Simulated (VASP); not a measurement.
# Mg5Zn19O24 (P1) in VASP: a series of runs, part 2 of 2

VASP 6.6.1. Earlier steps stand in the parts before.

### Step 3. Single point, PBEsol

File INCAR:

```
ALGO = Normal
EDIFF = 1E-6
ENCUT = 700
GGA = PS
GGA_COMPAT = False
ISIF = 2
ISMEAR = -1
ISYM = -1
KPAR = 1
LASPH = True
LCHARG = False
LREAL = Auto
LWAVE = False
NBANDS = 436
NELM = 120
PREC = Accurate
SIGMA = 0.05
```

File KPOINTS:

```
explicit points
1
Reciprocal
  0.25000000   0.25000000   0.25000000 1
```

File POSCAR:

```
Mg5Zn19O24
1.0
    9.7150946054      0.0000000000      0.0000000000
    0.0000000000     11.2254487860      0.0000000000
    0.0000000000      0.0000000000     10.3855400988
Zn Mg O
38 10 48
Direct
    0.1639800000      0.0831600000      0.2495910000
    0.1697660000      0.0825830000      0.7485020000
    0.9986770000      0.3321700000      0.2495440000
    0.0023170000      0.3353160000      0.7480060000
    0.5022670000      0.0820740000      0.2483160000
    0.4995330000      0.0830820000      0.7482800000
    0.3345560000      0.3326980000      0.2507050000
    0.1679360000      0.5831900000      0.2506540000
    0.0001240000      0.8346790000      0.2503470000
    0.8338460000      0.0852700000      0.2488270000
    0.8312250000      0.0819400000      0.7487860000
    0.6666680000      0.3335600000      0.2499000000
    0.4992540000      0.5826870000      0.2485210000
    0.5002470000      0.5832280000      0.7477560000
    0.3338620000      0.8332200000      0.7495110000
    0.8319440000      0.5827640000      0.2488510000
    0.8360250000      0.5846550000      0.7476270000
    0.6656390000      0.8326770000      0.2483520000
    0.6673440000      0.8338160000      0.7483960000
    0.9988400000      0.1669160000      0.5002240000
    0.3333290000      0.1664010000      0.0007710000
    0.1666980000      0.4173730000      0.0012530000
    0.0004470000      0.6672810000      0.0015490000
    0.6664000000      0.1660810000      0.4987140000
    0.6666580000      0.1670990000      0.9981290000
    0.4984620000      0.4170270000      0.5000950000
    0.5002800000      0.4154530000      0.9992960000
    0.3328160000      0.6677770000      0.4998220000
    0.3331000000      0.6651640000      0.9993690000
    0.1657910000      0.9166220000      0.4993700000
    0.1659060000      0.9171470000      0.9991240000
    0.8332350000      0.4167280000      0.4984550000
    0.8335050000      0.4172890000      0.9981610000
    0.6654910000      0.6656200000      0.4982520000
    0.6663350000      0.6661690000      0.9977790000
    0.4995830000      0.9146160000      0.4986540000
    0.5007110000      0.9170010000      0.9982970000
    0.8327680000      0.9166880000      0.0003620000
    0.3323440000      0.3326080000      0.7494590000
    0.1650820000      0.5829140000      0.7489170000
    0.9984810000      0.8339310000      0.7495260000
    0.6681730000      0.3344850000      0.7473880000
    0.3329650000      0.8334620000      0.2477230000
    0.0000910000      0.1671130000      0.9963490000
    0.3347500000      0.1640440000      0.4970310000
    0.1671710000      0.4162640000      0.4970670000
    0.9993220000      0.6672920000      0.4969840000
    0.8311660000      0.9184360000      0.4968920000
    0.9998520000      0.1670530000      0.1866260000
    0.0001590000      0.1664520000      0.6916660000
    0.3333940000      0.1656330000      0.1916300000
    0.3341470000      0.1669200000      0.6872480000
    0.1668000000      0.4161160000      0.1920190000
    0.1683040000      0.4172660000      0.6873830000
    0.0000640000      0.6669110000      0.1920930000
    0.0011280000      0.6683770000      0.6874190000
    0.6668490000      0.1675600000      0.1886570000
    0.6662430000      0.1672970000      0.6892970000
    0.5000940000      0.4162000000      0.1895840000
    0.4996240000      0.4160560000      0.6905420000
    0.3331790000      0.6666240000      0.1895890000
    0.3328170000      0.6665850000      0.6903510000
    0.1662340000      0.9169040000      0.1894880000
    0.1665420000      0.9159690000      0.6901480000
    0.8330760000      0.4164800000      0.1888590000
    0.8347210000      0.4176010000      0.6890270000
    0.6659770000      0.6661920000      0.1883940000
    0.6671920000      0.6666860000      0.6891400000
    0.4998520000      0.9161550000      0.1885000000
    0.4999970000      0.9163670000      0.6893270000
    0.8327240000      0.9173530000      0.1911220000
    0.8330930000      0.9167210000      0.6870310000
    0.1655820000      0.0833520000      0.4399230000
    0.1672230000      0.0834280000      0.9392000000
    0.9997580000      0.3330790000      0.4395480000
    0.0005720000      0.3342050000      0.9390850000
    0.5012900000      0.0812230000      0.4386760000
    0.4997430000      0.0836600000      0.9390770000
    0.3333770000      0.3314360000      0.4410880000
    0.3326890000      0.3329460000      0.9399270000
    0.1662280000      0.5833210000      0.4412190000
    0.1659450000      0.5832890000      0.9393490000
    0.9981730000      0.8342010000      0.4409490000
    0.9993400000      0.8333940000      0.9396840000
    0.8330520000      0.0846030000      0.4387620000
    0.8330650000      0.0828960000      0.9394020000
    0.6657090000      0.3334780000      0.4405890000
    0.6671650000      0.3335110000      0.9377730000
    0.4985920000      0.5831450000      0.4391290000
    0.4997990000      0.5823710000      0.9389550000
    0.3322290000      0.8335670000      0.4379720000
    0.3331450000      0.8328160000      0.9407370000
    0.8326920000      0.5831160000      0.4389650000
    0.8341000000      0.5840870000      0.9389300000
    0.6661540000      0.8321600000      0.4387560000
    0.6669070000      0.8330680000      0.9389390000
```

Potentials or basis: VASP PAW PBE potentials, release 64 (Zn, Mg, O).

Command:

```console
cat potpaw_PBE.64/Zn/POTCAR potpaw_PBE.64/Mg/POTCAR potpaw_PBE.64/O/POTCAR > POTCAR
mpirun -np 4 vasp_std > vasp.out
```

Wall time 7.3 min (4 MPI ranks of Intel Xeon 6975P-C (Granite Rapids), shared host); peak memory 0.66 GiB.

Results (log left out):

| Item | Value |
| --- | --- |
| Free energy | -492.1758 eV |
| Pressure | 0.6 GPa |
| Largest force | 0.084 eV/Å |
| Band gap on the k mesh | 2.09 eV |

Forces on the atoms (eV/Å):
```
Zn   0.005  0.001  0.002
Zn  -0.005  0.005 -0.005
Zn  -0.002  0.000 -0.004
Zn  -0.002 -0.004 -0.004
Zn  -0.009  0.001 -0.001
Zn   0.000 -0.003  0.000
Zn   0.001  0.001  0.002
Zn  -0.004 -0.002  0.001
Zn  -0.002  0.002  0.003
Zn   0.000 -0.006 -0.003
Zn   0.010  0.000  0.001
Zn   0.001  0.000 -0.001
Zn   0.000  0.001  0.002
Zn  -0.003 -0.004  0.001
Zn  -0.004  0.001 -0.001
Zn   0.008 -0.002 -0.002
Zn   0.000 -0.003  0.001
Zn   0.000  0.004 -0.001
Zn   0.001  0.003 -0.004
Zn   0.003 -0.001  0.004
Zn  -0.001  0.001 -0.002
Zn   0.000 -0.001 -0.001
Zn   0.001 -0.001 -0.004
Zn  -0.003 -0.001  0.004
Zn   0.002 -0.001  0.001
Zn   0.000 -0.003  0.004
Zn   0.000  0.003 -0.006
Zn   0.001  0.000  0.000
Zn  -0.001  0.004 -0.003
Zn  -0.002 -0.008 -0.002
Zn  -0.002 -0.003 -0.007
Zn   0.001  0.001  0.004
Zn   0.000 -0.002  0.001
Zn   0.003 -0.002  0.004
Zn   0.000  0.001  0.003
Zn   0.001  0.003  0.002
Zn  -0.002 -0.003  0.003
Zn  -0.002 -0.007  0.001
Mg   0.000  0.000  0.000
Mg   0.001  0.001 -0.001
Mg  -0.001 -0.002 -0.001
Mg  -0.001  0.001  0.003
Mg   0.001 -0.001  0.001
Mg  -0.001 -0.001  0.000
Mg   0.000  0.000  0.004
Mg  -0.001  0.002  0.005
Mg   0.000  0.000  0.004
Mg   0.000 -0.002  0.004
O    0.001  0.003 -0.071
O    0.001  0.002  0.007
O    0.000  0.000  0.007
O    0.001  0.069 -0.048
O    0.001 -0.005  0.006
O    0.057  0.031 -0.023
O    0.000  0.002  0.007
O    0.059  0.032 -0.024
O    0.000  0.002  0.000
O   -0.001  0.068  0.021
O   -0.001 -0.001  0.002
O    0.002 -0.066  0.045
O   -0.001  0.070  0.023
O   -0.054 -0.028  0.024
O    0.057 -0.031  0.021
O   -0.055 -0.034  0.021
O    0.000  0.001  0.000
O   -0.052 -0.034  0.021
O   -0.002  0.004 -0.001
O    0.003  0.005  0.003
O   -0.055 -0.032  0.019
O    0.000  0.001  0.001
O    0.000  0.000  0.003
O    0.057 -0.031 -0.047
O    0.053  0.034  0.020
O   -0.053  0.035  0.019
O    0.056  0.031  0.022
O    0.001 -0.065  0.017
O   -0.051  0.029  0.022
O   -0.002  0.002 -0.002
O   -0.055 -0.034  0.041
O   -0.003 -0.002 -0.064
O   -0.054 -0.030  0.038
O   -0.003  0.001 -0.066
O   -0.056 -0.034  0.040
O   -0.001  0.000 -0.067
O    0.002 -0.063  0.021
O    0.054  0.035  0.019
O   -0.001 -0.002 -0.001
O    0.001  0.000 -0.063
O   -0.004  0.001  0.000
O    0.000  0.003 -0.002
O   -0.003 -0.002 -0.063
O    0.000 -0.003  0.000
O    0.053  0.034  0.023
O    0.002  0.001 -0.003
O    0.055  0.031  0.022
O    0.002  0.000 -0.001
```

Stress tensor (GPa, compression positive):
```
 0.55 -0.09  0.01
-0.09  0.54  0.00
 0.01  0.00  0.59
```

Levels at points of the mesh, in eV from the valence-band top:
```csv
k point,band 380,band 381,band 382,band 383,band 384,band 385
"(0.25, 0.25, 0.25)",-0.19,-0.08,0.00,2.09,3.18,3.36
```

Caveat: the PAW data sets were made with another functional, which shifts forces and pressure a little; a shifted mesh leaves out Γ, where band edges can lie. A k mesh can miss the band edges.
